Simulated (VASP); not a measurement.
# KI (Fm-3m) in VASP: G0W0 quasiparticle levels with HSE06

Aim: the G0W0 quasiparticle levels of KI with HSE06.

Program: VASP 6.6.1. These are calculated values, not measurements. Logs are shortened: lines on timing, memory, paths and dates and some standing lists are left out, and cuts for length are marked.

## (1) The cell of the first run

The structure is cubic, space group Fm-3m (No. 225). Conventional cell: a = 7.089 Å, b = 7.089 Å, c = 7.089 Å, α = 90.00°, β = 90.00°, γ = 90.00°. K (site symmetry m-3m) has 6 I at 3.54 Å within 4.7 Å. I (site symmetry m-3m) has 6 K at 3.54 Å within 4.7 Å.

## (2) G0W0 quasiparticle levels, HSE06

POSCAR

```
KI
1.0
    0.0000000000      3.5442842980      3.5442842980
    3.5442842980      0.0000000000      3.5442842980
    3.5442842980      3.5442842980      0.0000000000
K I
1 1
Direct
    0.0000000000      0.0000000000      0.0000000000
    0.5000000000      0.5000000000      0.5000000000
```

INCAR.step1

```
PREC = Accurate
ENCUT = 500
EDIFF = 1E-5
ISMEAR = 0
SIGMA = 0.02
LREAL = False
LASPH = True
NELM = 60
ALGO = Normal
ISIF = 2
LWAVE = True
LCHARG = False
GGA = PE
```

INCAR.step2

```
PREC = Accurate
ENCUT = 500
EDIFF = 1E-8
ISMEAR = 0
SIGMA = 0.01
LREAL = False
LASPH = True
NELM = 60
ALGO = Normal
LWAVE = True
LCHARG = False
GGA = PE
LHFCALC = True
HFSCREEN = 0.2
PRECFOCK = Fast
ISTART = 1
```

INCAR.step3

```
PREC = Accurate
ENCUT = 500
EDIFF = 1E-8
ISMEAR = 0
SIGMA = 0.01
LREAL = False
LASPH = True
NELM = 1
ALGO = Exact
LWAVE = True
LCHARG = False
GGA = PE
LHFCALC = True
HFSCREEN = 0.2
PRECFOCK = Fast
ISTART = 1
NBANDS = 98
LOPTICS = True
```

INCAR.step4

```
PREC = Accurate
ENCUT = 500
EDIFF = 1E-8
ISMEAR = 0
SIGMA = 0.01
LREAL = False
LASPH = True
ALGO = EVGW0
LWAVE = False
LCHARG = False
GGA = PE
LHFCALC = True
HFSCREEN = 0.2
PRECFOCK = Fast
ISTART = 1
NELMGW = 1
NBANDS = 98
ENCUTGW = 110.0
NOMEGA = 96
NBANDSGW = 16
OMEGAMAX = 20
```

KPOINTS

```
Automatic mesh
0
Gamma
  2 2 2
```

Potentials or basis: VASP PAW PBE potentials, release 64 (K_sv_GW, I_GW).

The run is started by

```bash
$ cat potpaw_PBE.64/K_sv_GW/POTCAR potpaw_PBE.64/I_GW/POTCAR > POTCAR
$ cp INCAR.step1 INCAR
$ mpirun -np 1 vasp_std > vasp.out
$ cp INCAR.step2 INCAR
$ mpirun -np 1 vasp_std > vasp.out
$ cp INCAR.step3 INCAR
$ mpirun -np 1 vasp_std > vasp.out
$ cp INCAR.step4 INCAR
$ mpirun -np 1 vasp_std > vasp.out
```

OUTCAR:

```text
PREC = Accurate
   ENCUT = 500
   EDIFF = 1E-8
   ISMEAR = 0
   LREAL = False
   LASPH = True
   GGA = PE
   LHFCALC = True
   HFSCREEN = 0.2
   PRECFOCK = Fast
   ISTART = 1
   NELMGW = 1
   ENCUTGW = 110.0

 ion  position               nearest neighbor table
   1  0.000  0.000  0.000-   2 3.54   2 3.54   2 3.54   2 3.54   2 3.54   2 3.54
   2  0.500  0.500  0.500-   1 3.54   1 3.54   1 3.54   1 3.54   1 3.54   1 3.54

  LATTYP: Found a face centered cubic cell.
 ALAT       =     7.0885685960

  Lattice vectors:

 A1 = (   0.0000000000,   3.5442842980,   3.5442842980)
 A2 = (   3.5442842980,   0.0000000000,   3.5442842980)
 A3 = (   3.5442842980,   3.5442842980,   0.0000000000)

Analysis of symmetry for initial positions (statically):
=====================================================================
 Subroutine PRICEL returns:
 Original cell was already a primitive cell.

 Routine SETGRP: Setting up the symmetry group for a
 face centered cubic supercell.

 Subroutine GETGRP returns: Found 48 space group operations
 (whereof 48 operations were pure point group operations)
 out of a pool of 48 trial point group operations.

The static configuration has the point symmetry O_h .

Analysis of symmetry for dynamics (positions and initial velocities):
=====================================================================
 Subroutine PRICEL returns:
 Original cell was already a primitive cell.

 Routine SETGRP: Setting up the symmetry group for a
 face centered cubic supercell.

 Subroutine GETGRP returns: Found 48 space group operations
 (whereof 48 operations were pure point group operations)
 out of a pool of 48 trial point group operations.

The dynamic configuration has the point symmetry O_h .

 Subroutine INISYM returns: Found 48 space group operations
 (whereof 48 operations are pure point group operations),
 and found     1 'primitive' translations

----------------------------------------------------------------------------------------

                                     Primitive cell

  volume of cell :      89.0463

  direct lattice vectors                    reciprocal lattice vectors
     0.000000000  3.544284298  3.544284298    -0.141072205  0.141072205  0.141072205
     3.544284298  0.000000000  3.544284298     0.141072205 -0.141072205  0.141072205
     3.544284298  3.544284298  0.000000000     0.141072205  0.141072205 -0.141072205

  length of vectors
     5.012374923  5.012374923  5.012374923     0.244344226  0.244344226  0.244344226

  position of ions in fractional coordinates (direct lattice)
     0.000000000  0.000000000  0.000000000
     0.500000000  0.500000000  0.500000000

  ion indices of the primitive-cell ions
   primitive index   ion index
                 1           1
                 2           2

----------------------------------------------------------------------------------------

 KPOINTS: Automatic mesh

Automatic generation of k-mesh.
 Grid dimensions read from file:
 generate k-points for:    2    2    2

 Generating k-lattice:

  Cartesian coordinates                     Fractional coordinates (reciprocal lattice)
    -0.070536102  0.070536102  0.070536102     0.500000000  0.000000000  0.000000000
     0.070536102 -0.070536102  0.070536102     0.000000000  0.500000000  0.000000000
     0.070536102  0.070536102 -0.070536102     0.000000000  0.000000000  0.500000000

  Length of vectors
     0.122172113  0.122172113  0.122172113

  Shift w.r.t. Gamma in fractional coordinates (k-lattice)
     0.000000000  0.000000000  0.000000000

 Subroutine IBZKPT returns following result:
 ===========================================

 Found      3 irreducible k-points:

 Following reciprocal coordinates:
            Coordinates               Weight
  0.000000  0.000000  0.000000      1.000000
  0.500000  0.000000  0.000000      4.000000
  0.500000  0.500000  0.000000      3.000000
   k-points           NKPTS =      3   k-points in BZ     NKDIM =      8   number of bands    NBANDS=     98
   number of dos      NEDOS =    301   number of ions     NIONS =      2
   total plane-waves  NPLWV =  64000
   dimension x,y,z NGX =    40 NGY =   40 NGZ =   40
   dimension x,y,z NGXF=    80 NGYF=   80 NGZF=   80
   ions per type =               1   1
   NGX,Y,Z   is equivalent  to a cutoff of  13.27, 13.27, 13.27 a.u.
   NGXF,Y,Z  is equivalent  to a cutoff of  26.53, 26.53, 26.53 a.u.
 SYSTEM =  unknown system
   PREC   = accura    normal or accurate (medium, high low for compatibility)
   ISTART =      1    job   : 0-new  1-cont  2-samecut
   ICHARG =      0    charge: 1-file 2-atom 10-const
   ISPIN  =      1    spin polarized calculation?
   LNONCOLLINEAR =      F non collinear calculations
   LSORBIT =      F    spin-orbit coupling
   LASPH  =      T    aspherical Exc in radial PAW
   ENCUT  =  500.0 eV  36.75 Ry    6.06 a.u.   9.14  9.14  9.14*2*pi/ulx,y,z
   NELM   =     60;   NELMIN=  2; NELMDL=  0     # of ELM steps
   EDIFF  = 0.1E-07   stopping-criterion for ELM
   LREAL  =      F    real-space projection
   EDIFFG = 0.1E-06   stopping-criterion for IOM
   NSW    =      0    number of steps for IOM
   IBRION =     -1    ionic relax: 0-MD 1-quasi-New 2-CG
   NFREE  =      0    steps in history (QN), initial steepest desc. (CG)
   ISIF   =      0    stress and relaxation
   ISYM   =      3    0-nonsym 1-usesym 2-fastsym
   POTIM  = 0.5000    time-step for ionic-motion
   TEBEG  =    0.0;   TEEND  =   0.0 temperature during run
   PSTRESS=    0.0 pullay stress
   NELECT =      16.0000    total number of electrons
   NUPDOWN=      -1.0000    fix difference up-down
   EMIN   =  10.00;   EMAX   =-10.00  energy-range for DOS
   EFERMI =   0.00;   METHOD = LEGACY
   ISMEAR =     0;   SIGMA  =   0.01  broadening in eV -4-tet -1-fermi 0-gaus
   EFERMI_NEDOS =   21; number of points for ismear=-14 and -15
   IALGO  =     38    algorithm
   IMIX   =      1    mixing-type and parameters
     AMIX     =   0.40;   BMIX     =  1.00
     AMIX_MAG =   1.60;   BMIX_MAG =  1.00
  volume/ion in A,a.u.               =      44.52       300.46
  Fermi-wavevector in a.u.,A,eV,Ry     =   0.923796  1.745722 11.611210  0.853400
  Thomas-Fermi vector in A             =   2.049472
   LORBIT       =      0    0 simple, 1 ext, 2 COOP (PROOUT), +10 PAW based schemes
   GGA     = PE    functional components
   LHFCALC =     T    Hartree Fock is set to
   PRECFOCK=fast      Normal, Fast or Accurate (Low or Medium for compatibility)
   ENCUT4O =  -1.0   cutoff for four orbital integrals eV
   NKREDX  =     1    reduce k-point grid by
   NKREDY  =     1    reduce k-point grid by
   NKREDZ  =     1    reduce k-point grid by
   AEXX    =    1.0000 exact exchange contribution
   HFSCREEN=    0.0000 screening length (either q_TF or 0.3 A-1)
   HFSCREENC=   0.2000 screening length for correlation (either q_TF or 0.3 A-1)
   ENCUTFOCK=  -1.0 apply spherical cutoff to Coloumb kernel
   IVDW    =     0    specifies the selected vdW correction
   LEPSILON=     F    determine dielectric tensor
   LRPA    =     F    only Hartree local field effects (RPA)
   LRPAFORCE           =     F    calculate RPA forces
   ENCUTGW             = 110.0    cutoff for response function in eV
   ENCUTGWSOFT         =  88.0    soft cutoff for Coulomb kernel in GW response function in eV
   ENCUTLF             =  -1.0    cutoff for local field effects
   NELMGW              =     1    number of iterations in solving QP/BSE equation
   NELMHF              =     1    number of iterations in the inner HF iteration
   NKREDLFX            =     1    NKREDLFY  =   1   NKREDLFZ  =   1
 non-spin polarized calculation
 Gauss-broadening in eV      SIGMA  =   0.01
  energy-cutoff  :      500.00
  volume of cell :       89.05
 maximum number of plane-waves:      2276
 NGX is ok and might be reduce to    40
  NGX = 20; NGY = 20; NGZ = 20
 maximum number of plane-waves:       259
 NGX is ok and might be reduce to    18

 QP shifts <psi_nk| G(iteration)W_0 |psi_nk>: iteration 1
 for sc-GW calculations column KS-energies equals QP-energies in previous step
 and V_xc(KS)=  KS-energies - (<T + V_ion + V_H > + <T+V_H+V_ion>^1  + <V_x>^1)

 k-point   1 :       0.0000    0.0000    0.0000
  band No.  KS-energies  QP-energies   sigma(KS)   V_xc(KS)     V^pw_x(r,r')   Z            occupation Imag(sigma)

      1     -31.1421     -31.3124     -21.8157     -21.5480     -30.7572       0.6363       2.0000       0.3498
      2     -13.2782     -14.8157     -21.3921     -19.4696     -24.6928       0.7997       2.0000       0.0374
      3     -13.2782     -14.8157     -21.3921     -19.4696     -24.6928       0.7997       2.0000       0.0374
      4     -13.2782     -14.8157     -21.3921     -19.4696     -24.6928       0.7997       2.0000       0.0374
      5     -11.5479     -11.8074     -14.0309     -13.7414     -18.9444       0.8962       2.0000       1.1633
      6      -0.2271      -1.1693     -13.0418     -11.8848     -14.5405       0.8143       2.0000       0.0430
[... 8 lines left out ...]
     15      10.5864      10.5638      -4.1053      -4.0768      -0.7955       0.7942       0.0000      -0.0893
     16      13.6835      14.0388      -6.1130      -6.5662      -2.2841       0.7839       0.0000      -0.1824

 k-point   2 :       0.5000    0.0000    0.0000
  band No.  KS-energies  QP-energies   sigma(KS)   V_xc(KS)     V^pw_x(r,r')   Z            occupation Imag(sigma)

      1     -31.1401     -31.3070     -21.8146     -21.5520     -30.7607       0.6355       2.0000       0.3504
      2     -13.4232     -14.7977     -20.6820     -18.8919     -24.1875       0.7678       2.0000       0.1211
      3     -13.2794     -14.8153     -21.3934     -19.4664     -24.6868       0.7970       2.0000       0.0349
      4     -13.2794     -14.8153     -21.3934     -19.4664     -24.6868       0.7970       2.0000       0.0349
      5     -11.2569     -11.4922     -14.7069     -14.4674     -19.5372       0.9825       2.0000       1.1403
      6      -1.5646      -2.6585     -11.8773     -10.5203     -13.3545       0.8061       2.0000       0.0357
[... 8 lines left out ...]
     15      10.3571      11.1752      -6.6915      -7.6828      -3.2234       0.8253       0.0000      -0.0851
     16      11.4577      13.3067      -8.7784     -11.0848      -5.4145       0.8017       0.0000      -0.0712

 k-point   3 :       0.5000    0.5000    0.0000
  band No.  KS-energies  QP-energies   sigma(KS)   V_xc(KS)     V^pw_x(r,r')   Z            occupation Imag(sigma)

      1     -31.1394     -31.3061     -21.8147     -21.5534     -30.7618       0.6382       2.0000       0.3515
      2     -13.3234     -14.8507     -21.2799     -19.3608     -24.5978       0.7958       2.0000       0.0722
      3     -13.2966     -14.8315     -21.3504     -19.4271     -24.6562       0.7981       2.0000       0.0512
      4     -13.2966     -14.8315     -21.3504     -19.4271     -24.6562       0.7981       2.0000       0.0512
      5     -11.3900     -11.6235     -14.1063     -13.8988     -19.0401       1.1255       2.0000       1.2566
      6      -1.2528      -2.3227     -12.2976     -10.9740     -13.7938       0.8083       2.0000       0.0413
[... 8 lines left out ...]
     15      10.8743      12.5172      -7.7538      -9.8051      -4.5281       0.8009       0.0000      -0.0590
     16      12.1180      12.5026      -6.0643      -6.5452      -2.4729       0.7997       0.0000      -0.1543
```

Wall time 3.1 min (1 thread of Intel Xeon 6975P-C (Granite Rapids), shared host); peak memory 1.1 GiB.

Results:

* Quasiparticle gap: 6.40 eV
* Least direct quasiparticle gap: 6.40 eV
* Band gap of the starting levels on the mesh: 4.98 eV
* Least direct gap of the starting levels on the mesh: 4.98 eV

Caveat: the k points lie up to 0.77 Å⁻¹ apart; bands, screening cutoff and mesh are small and nothing is extrapolated, so the quasiparticle values aren't converged; spin-orbit coupling is left out, which moves the levels of the heavy elements.
